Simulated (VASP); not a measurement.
# Li8H5F3 (P1) in VASP: settings compared

Li8H5F3 is run at these levels: r2SCAN, PBEsol, HSE06; tasks: single point.

Everything below comes from runs of VASP 6.6.1. Logs are shortened: lines on timing, memory, paths and dates and some standing lists are left out, and cuts for length are marked.

## Step 1: The cell of the first run

The typed cell holds 64 atoms: a = 8.006 Å, b = 8.006 Å, c = 8.006 Å, α = 90.00°, β = 90.00°, γ = 90.00°.

## Step 2: Single point, r2SCAN

Contents of POSCAR:

```
Li8H5F3
1.0
    8.0062920000      0.0000000000      0.0000000000
    0.0000000000      8.0062920000      0.0000000000
    0.0000000000      0.0000000000      8.0062920000
H F Li
20 12 32
Direct
    0.2480720000      0.9996220000      0.9998290000
    0.2476450000      0.9988570000      0.5010920000
    0.2492080000      0.5020840000      0.5015060000
    0.7528010000      0.9991460000      0.0004960000
    0.7506690000      0.5028020000      0.5002590000
    0.0010130000      0.2493020000      0.9994870000
    0.0004320000      0.7509450000      0.0000180000
    0.0013150000      0.7496390000      0.4999920000
    0.4991170000      0.2494380000      0.9992360000
    0.0011980000      0.9976250000      0.2482170000
    0.0019830000      0.9987770000      0.7508310000
    0.0008490000      0.5017720000      0.2502600000
    0.0010860000      0.5017800000      0.7500620000
    0.4999270000      0.5011650000      0.2509170000
    0.4987770000      0.5004700000      0.7496440000
    0.2486870000      0.2507000000      0.7507860000
    0.2477890000      0.7506650000      0.2507100000
    0.2476570000      0.7497170000      0.7500160000
    0.7531110000      0.7488790000      0.2506600000
    0.7529860000      0.7491440000      0.7501910000
    0.2505350000      0.5002280000      0.0012010000
    0.7499180000      0.0008660000      0.4999290000
    0.7498370000      0.4995170000      0.0000820000
    0.9993920000      0.2499450000      0.4992240000
    0.4998330000      0.2495990000      0.4998570000
    0.5000490000      0.7504650000      0.0001900000
    0.5002560000      0.7517200000      0.5000840000
    0.5002270000      0.0000710000      0.2501120000
    0.5005110000      0.9996980000      0.7500020000
    0.2501080000      0.2502630000      0.2511330000
    0.7503010000      0.2503090000      0.2502920000
    0.7502940000      0.2503590000      0.7495800000
    0.0011670000      0.9986480000      0.9995750000
    0.9998800000      0.9998140000      0.4998440000
    0.0010030000      0.5015880000      0.9996160000
    0.0005650000      0.5013630000      0.5004970000
    0.4993070000      0.9979900000      0.9997590000
    0.5005300000      0.9992950000      0.5005420000
    0.4997340000      0.5022140000      0.9997710000
    0.4996790000      0.5022410000      0.5003970000
    0.2489900000      0.2518050000      0.0008990000
    0.2489780000      0.2508180000      0.4996630000
    0.2493980000      0.7484670000      0.0006380000
    0.2497940000      0.7501630000      0.5000290000
    0.7512900000      0.2515380000      0.0005570000
    0.7504180000      0.2499700000      0.4998480000
    0.7507270000      0.7481150000      0.9999920000
    0.7501510000      0.7512090000      0.5002670000
    0.2496800000      0.0009270000      0.2494960000
    0.2497190000      0.9995770000      0.7508930000
    0.2490780000      0.4997380000      0.2490420000
    0.2490570000      0.5012790000      0.7519480000
    0.7503600000      0.0006660000      0.2503050000
    0.7502480000      0.0010300000      0.7497840000
    0.7516340000      0.4999120000      0.2487260000
    0.7511800000      0.4996780000      0.7516220000
    0.0004680000      0.2501180000      0.2513610000
    0.9994770000      0.2498390000      0.7486810000
    0.0005120000      0.7507020000      0.2506850000
    0.0006060000      0.7504000000      0.7497890000
    0.4994000000      0.2487170000      0.2518750000
    0.5001520000      0.2488690000      0.7483290000
    0.4995190000      0.7519160000      0.2512210000
    0.4996760000      0.7518070000      0.7495620000
```

Contents of INCAR.step1:

```
PREC     = Accurate       # precision mode
ENCUT    = 520            # plane-wave cutoff, eV
ISMEAR   = -1             # smearing method
SIGMA    = 0.05           # smearing width, eV
LREAL    = Auto         
LASPH    = True           # aspherical terms in the spheres
NELM     = 100            # most SCF steps
NBANDS   = 138            # bands
GGA      = PE             # functional
ALGO     = Normal         # electronic algorithm
EDIFF    = 1E-4           # SCF threshold, eV
LWAVE    = True           # write WAVECAR
LCHARG   = False          # write CHGCAR
```

Contents of INCAR.step2:

```
PREC     = Accurate       # precision mode
ENCUT    = 520            # plane-wave cutoff, eV
EDIFF    = 1E-6           # SCF threshold, eV
ISMEAR   = -1             # smearing method
SIGMA    = 0.05           # smearing width, eV
LREAL    = Auto         
LASPH    = True           # aspherical terms in the spheres
NELM     = 100            # most SCF steps
ALGO     = Normal         # electronic algorithm
ISIF     = 2              # what is computed and relaxed
LWAVE    = False          # write WAVECAR
LCHARG   = False          # write CHGCAR
METAGGA  = R2SCAN         # meta-GGA
LMIXTAU  = True         
NBANDS   = 138            # bands
ISTART   = 1
```

Contents of KPOINTS:

```
Automatic mesh
0
Gamma
  1 1 1
```

Potentials or basis: VASP PAW PBE potentials, release 64 (H, F, Li_sv).

Run with:

```bash
$ cat potpaw_PBE.64/H/POTCAR potpaw_PBE.64/F/POTCAR potpaw_PBE.64/Li_sv/POTCAR > POTCAR
$ cp INCAR.step1 INCAR
$ mpirun -np 1 vasp_gam > vasp.out
$ cp INCAR.step2 INCAR
$ mpirun -np 1 vasp_gam > vasp.out
```

OUTCAR:

```text
PREC = Accurate
   ENCUT = 520
   EDIFF = 1E-6
   ISMEAR = -1
   LREAL = Auto
   LASPH = True
   NELM = 100
   ISIF = 2
   METAGGA = R2SCAN
   ISTART = 1

 ion  position               nearest neighbor table
   1  0.248  1.000  1.000-
   2  0.248  0.999  0.501-
   3  0.249  0.502  0.502-
   4  0.753  0.999  0.000-
   5  0.751  0.503  0.500-
   6  0.001  0.249  0.999-
[... 16 lines left out ...]
  23  0.750  0.500  0.000-  45 1.99  56 1.99  47 1.99  55 1.99  39 2.00  35 2.01
  24  0.999  0.250  0.499-  57 1.98  46 1.99  58 2.00  42 2.00  34 2.00  36 2.01
  25  0.500  0.250  0.500-  61 1.99  62 1.99  38 2.00  46 2.01  42 2.01  40 2.02
  26  0.500  0.750  0.000-  37 1.98  39 1.99  64 2.01  43 2.01  47 2.01  63 2.01
  27  0.500  0.752  0.500-  38 1.98  63 1.99  64 2.00  40 2.00  48 2.00  44 2.01
  28  0.500  0.000  0.250-  63 1.99  61 1.99  53 2.00  37 2.00  38 2.01  49 2.01
  29  0.501  1.000  0.750-  64 1.98  62 1.99  38 2.00  54 2.00  37 2.00  50 2.01
  30  0.250  0.250  0.251-  42 1.99  61 2.00  49 2.00  51 2.00  57 2.00  41 2.00
  31  0.750  0.250  0.250-  46 2.00  55 2.00  53 2.00  45 2.00  57 2.00  61 2.01
  32  0.750  0.250  0.750-  58 2.00  56 2.00  54 2.00  46 2.00  62 2.00  45 2.01
  33  0.001  0.999  1.000-
  34  1.000  1.000  0.500-  22 2.00  24 2.00
  35  0.001  0.502  1.000-  21 2.00  23 2.01
  36  0.001  0.501  0.500-  24 2.01
  37  0.499  0.998  1.000-  26 1.98  29 2.00  28 2.00
  38  0.501  0.999  0.501-  27 1.98  22 2.00  29 2.00  25 2.00  28 2.01
  39  0.500  0.502  1.000-  26 1.99  21 2.00  23 2.00
  40  0.500  0.502  0.500-  27 2.00  25 2.02
  41  0.249  0.252  0.001-  21 1.99  30 2.00
  42  0.249  0.251  0.500-  30 1.99  24 2.00  25 2.01
  43  0.249  0.748  0.001-  21 1.99  26 2.01
  44  0.250  0.750  0.500-  27 2.01
  45  0.751  0.252  0.001-  23 1.99  31 2.00  32 2.01
  46  0.750  0.250  0.500-  24 1.99  22 1.99  31 2.00  32 2.00  25 2.01
  47  0.751  0.748  1.000-  23 1.99  26 2.01
  48  0.750  0.751  0.500-  22 2.00  27 2.00
  49  0.250  0.001  0.249-  30 2.00  28 2.01
  50  0.250  1.000  0.751-  29 2.01
  51  0.249  0.500  0.249-  21 1.98  30 2.00
  52  0.249  0.501  0.752-  21 2.00
  53  0.750  0.001  0.250-  22 2.00  31 2.00  28 2.00
  54  0.750  0.001  0.750-  32 2.00  29 2.00  22 2.00
  55  0.752  0.500  0.249-  23 1.99  31 2.00
  56  0.751  0.500  0.752-  23 1.99  32 2.00
  57  0.000  0.250  0.251-  24 1.98  30 2.00  31 2.00
  58  0.999  0.250  0.749-  32 2.00  24 2.00
  59  0.001  0.751  0.251-
  60  0.001  0.750  0.750-
  61  0.499  0.249  0.252-  25 1.99  28 1.99  30 2.00  31 2.01
  62  0.500  0.249  0.748-  25 1.99  29 1.99  32 2.00
  63  0.500  0.752  0.251-  28 1.99  27 1.99  26 2.01
  64  0.500  0.752  0.750-  29 1.98  27 2.00  26 2.01

  LATTYP: Found a simple cubic cell.
 ALAT       =     8.0062920000

  Lattice vectors:

 A1 = (   8.0062920000,   0.0000000000,   0.0000000000)
 A2 = (   0.0000000000,   8.0062920000,   0.0000000000)
 A3 = (   0.0000000000,   0.0000000000,   8.0062920000)

Analysis of symmetry for initial positions (statically):
=====================================================================
 Subroutine PRICEL returns:
 Original cell was already a primitive cell.

 Routine SETGRP: Setting up the symmetry group for a
 simple cubic supercell.

 Subroutine GETGRP returns: Found  1 space group operations
 (whereof  1 operations were pure point group operations)
 out of a pool of 48 trial point group operations.

The static configuration has the point symmetry C_1 .

Analysis of symmetry for dynamics (positions and initial velocities):
=====================================================================
 Subroutine PRICEL returns:
 Original cell was already a primitive cell.

[... 177 lines left out ...]

  Shift w.r.t. Gamma in fractional coordinates (k-lattice)
     0.000000000  0.000000000  0.000000000

 Subroutine IBZKPT returns following result:
 ===========================================

 Found      1 irreducible k-points:

 Following reciprocal coordinates:
            Coordinates               Weight
  0.000000  0.000000  0.000000      1.000000
   k-points           NKPTS =      1   k-points in BZ     NKDIM =      1   number of bands    NBANDS=    138
   number of dos      NEDOS =    301   number of ions     NIONS =     64
   total plane-waves  NPLWV = 216000
   dimension x,y,z NGX =    60 NGY =   60 NGZ =   60
   dimension x,y,z NGXF=   120 NGYF=  120 NGZF=  120
   ions per type =              20  12  32
   NGX,Y,Z   is equivalent  to a cutoff of  12.46, 12.46, 12.46 a.u.
   NGXF,Y,Z  is equivalent  to a cutoff of  24.92, 24.92, 24.92 a.u.
 SYSTEM =  unknown system
   PREC   = accura    normal or accurate (medium, high low for compatibility)
   ISTART =      1    job   : 0-new  1-cont  2-samecut
   ICHARG =      0    charge: 1-file 2-atom 10-const
   ISPIN  =      1    spin polarized calculation?
   LNONCOLLINEAR =      F non collinear calculations
   LSORBIT =      F    spin-orbit coupling
   LASPH  =      T    aspherical Exc in radial PAW
   ENCUT  =  520.0 eV  38.22 Ry    6.18 a.u.  14.89 14.89 14.89*2*pi/ulx,y,z
   NELM   =    100;   NELMIN=  2; NELMDL=  0     # of ELM steps
   EDIFF  = 0.1E-05   stopping-criterion for ELM
   LREAL  =      T    real-space projection
   EDIFFG = 0.1E-04   stopping-criterion for IOM
   NSW    =      0    number of steps for IOM
   IBRION =     -1    ionic relax: 0-MD 1-quasi-New 2-CG
   NFREE  =      0    steps in history (QN), initial steepest desc. (CG)
   ISIF   =      2    stress and relaxation
   ISYM   =      2    0-nonsym 1-usesym 2-fastsym
   POTIM  = 0.5000    time-step for ionic-motion
   TEBEG  =    0.0;   TEEND  =   0.0 temperature during run
   PSTRESS=    0.0 pullay stress
   NELECT =     200.0000    total number of electrons
   NUPDOWN=      -1.0000    fix difference up-down
   EMIN   =  10.00;   EMAX   =-10.00  energy-range for DOS
   EFERMI =   0.00;   METHOD = LEGACY
   ISMEAR =    -1;   SIGMA  =   0.05  broadening in eV -4-tet -1-fermi 0-gaus
   EFERMI_NEDOS =   21; number of points for ismear=-14 and -15
   IALGO  =     38    algorithm
   IMIX   =      4    mixing-type and parameters
     AMIX     =   0.40;   BMIX     =  1.00
     AMIX_MAG =   1.60;   BMIX_MAG =  1.00
  volume/ion in A,a.u.               =       8.02        54.11
  Fermi-wavevector in a.u.,A,eV,Ry     =   1.195786  2.259708 19.455022  1.429904
  Thomas-Fermi vector in A             =   2.331743
   LORBIT       =      0    0 simple, 1 ext, 2 COOP (PROOUT), +10 PAW based schemes
   METAGGA = R2SCAN    functional components
   LHFCALC =     F    Hartree Fock is set to
   AEXX    =    0.0000 exact exchange contribution
   IVDW    =     0    specifies the selected vdW correction
   LEPSILON=     F    determine dielectric tensor
   LRPA    =     F    only Hartree local field effects (RPA)
 non-spin polarized calculation
  energy-cutoff  :      520.00
  volume of cell :      513.21
 maximum number of plane-waves:      6903
 NGX is ok and might be reduce to    60
   NGX = 29   NGY = 29   NGZ = 29

 number of electron     199.9999560 magnetization

 Free energy of the ion-electron system (eV)
  ---------------------------------------------------
  ext. energy  EPLUGINS =         0.00000000
  ---------------------------------------------------
  free energy    TOTEN  =      -277.85904340 eV

  energy without entropy =     -277.85904340  energy(sigma->0) =     -277.85904340

 E-fermi :   1.8233     XC(G=0):  -9.4957

 val. band max:        0.5976941855   @ k =   0.0000   0.0000   0.0000
 cond. band min:       5.8384924529   @ k =   0.0000   0.0000   0.0000
 fundamental gap:      5.2407982674
 Fermi energy:         1.8233225729

 k-point     1 :       0.0000    0.0000    0.0000
  band No.  band energies     occupation
      1     -45.1408      2.00000
      2     -45.1205      2.00000
      3     -45.0874      2.00000
      4     -45.0726      2.00000
      5     -45.0671      2.00000
      6     -45.0605      2.00000
[... 104 lines left out ...]
    111       7.5150      0.00000
    112       7.6301      0.00000
 [bands above 112 left out]

------------------------ aborting loop because EDIFF is reached ----------------------------------------

  FORCE on cell =-STRESS in cart. coord.  units (eV):
  Direction    XX          YY          ZZ          XY          YZ          ZX
  --------------------------------------------------------------------------------------
  -------------------------------------------------------------------------------------
  Total       -0.3060204     -0.2723582     -0.1637677     -0.1055301     -0.0859875      0.0235878
  in kB       -0.9553591     -0.8502699     -0.5112632     -0.3294524     -0.2684428      0.0736384
  external PRESSURE =      -0.7722974 kB  Pullay stress =       0.0000000 kB

 VOLUME and BASIS-vectors are now :
 -----------------------------------------------------------------------------
  energy-cutoff  :      520.00
  volume of cell :      513.21
      direct lattice vectors                 reciprocal lattice vectors
     8.006292000  0.000000000  0.000000000     0.124901765  0.000000000  0.000000000
     0.000000000  8.006292000  0.000000000     0.000000000  0.124901765  0.000000000
     0.000000000  0.000000000  8.006292000     0.000000000  0.000000000  0.124901765

 POSITION                                       TOTAL-FORCE (eV/Angst)
 -----------------------------------------------------------------------------------
      1.98614      8.00327      8.00492         0.035449      0.000585      0.024463
      1.98272      7.99714      4.01189         0.027722      0.003939     -0.024068
      1.99523      4.01983      4.01520         0.008509     -0.008555     -0.038175
      6.02714      7.99945      0.00397        -0.028134     -0.026516     -0.013665
      6.01008      4.02558      4.00522         0.011745      0.002892      0.002038
      0.00811      1.99598      8.00218         0.012391     -0.000886     -0.011167
[... 56 lines left out ...]
      3.99929      6.02006      2.01135        -0.008145      0.035770     -0.012055
      4.00055      6.01919      6.00121        -0.005515      0.030085     -0.009772
 -----------------------------------------------------------------------------------
    total drift:                               -0.038439      0.101788     -0.035132

  FREE ENERGIE OF THE ION-ELECTRON SYSTEM (eV)
  ---------------------------------------------------
  free  energy   TOTEN  =      -277.8590433989 eV

  energy  without entropy=     -277.8590433988  energy(sigma->0) =     -277.85904340
```

It took 6.3 min on 1 thread of AMD EPYC 7R13 (Zen 3), shared host; peak memory 0.51 GiB.

Results:

| Item | Value |
| --- | --- |
| Free energy | -277.8590 eV |
| Largest force | 0.089 eV/Å |
| Band gap on the k mesh | 5.24 eV |

Forces in eV/Å, atoms in the order of the input:
```
H    0.035  0.001  0.024
H    0.028  0.004 -0.024
H    0.009 -0.009 -0.038
H   -0.028 -0.027 -0.014
H    0.012  0.003  0.002
H    0.012 -0.001 -0.011
H   -0.005 -0.011 -0.005
H   -0.010  0.001  0.003
H   -0.006  0.008 -0.001
H   -0.037  0.055  0.055
H   -0.065  0.050 -0.036
H   -0.004 -0.044  0.028
H   -0.028 -0.067 -0.027
H   -0.002 -0.023 -0.025
H    0.030 -0.035  0.022
H    0.040 -0.006  0.029
H    0.042 -0.027 -0.005
H    0.057  0.003  0.017
H   -0.046  0.039 -0.009
H   -0.048  0.043 -0.003
F   -0.065  0.050 -0.013
F    0.010 -0.019  0.008
F    0.059  0.024 -0.006
F    0.030 -0.007  0.006
F   -0.005  0.001  0.005
F   -0.008  0.016 -0.008
F   -0.002 -0.017  0.016
F    0.002 -0.027 -0.003
F    0.003 -0.030  0.005
F   -0.035 -0.009  0.011
F    0.016 -0.013 -0.003
F    0.011 -0.005  0.012
Li  -0.003  0.006 -0.013
Li  -0.072  0.029  0.010
Li  -0.012  0.010 -0.005
Li   0.006  0.002  0.011
Li   0.003 -0.035 -0.006
Li   0.048  0.053 -0.027
Li  -0.006  0.058  0.003
Li   0.002  0.004 -0.003
Li   0.013  0.015  0.046
Li   0.022  0.032 -0.050
Li   0.038 -0.019  0.027
Li   0.035  0.012  0.007
Li  -0.001  0.028  0.005
Li  -0.033 -0.037  0.014
Li  -0.029 -0.028  0.010
Li  -0.021  0.025 -0.001
Li   0.059  0.044 -0.001
Li   0.056  0.026  0.002
Li   0.015 -0.056 -0.017
Li   0.008 -0.033  0.001
Li  -0.056  0.065  0.007
Li  -0.042  0.051 -0.005
Li   0.000 -0.070 -0.004
Li  -0.003 -0.082  0.012
Li  -0.023 -0.002  0.016
Li  -0.038 -0.008 -0.022
Li   0.000 -0.014  0.004
Li  -0.008 -0.002 -0.008
Li   0.015 -0.033  0.013
Li   0.039 -0.026 -0.014
Li  -0.008  0.036 -0.012
Li  -0.006  0.030 -0.010
```

Levels at points of the mesh, in eV from the valence-band top:
| k point | band 96 | band 97 | band 98 | band 99 | band 100 | band 101 | band 102 | band 103 | band 104 | band 105 |
| --- | --- | --- | --- | --- | --- | --- | --- | --- | --- | --- |
| (0.00, 0.00, 0.00) | -0.87 | -0.79 | -0.46 | -0.13 | 0.00 | 5.24 | 5.40 | 5.65 | 6.40 | 6.44 |

Caveat: the k points lie up to 0.78 Å⁻¹ apart; the cutoff is under 1.25 times the usual one of these potentials, so pressure, stress and relaxed cells hold a basis-set (Pulay) error; the PAW data sets were made with another functional, which shifts forces and pressure a little; an odd mesh through Γ misses points on the zone boundary, where band edges can lie.

[end of part 1 of 2]
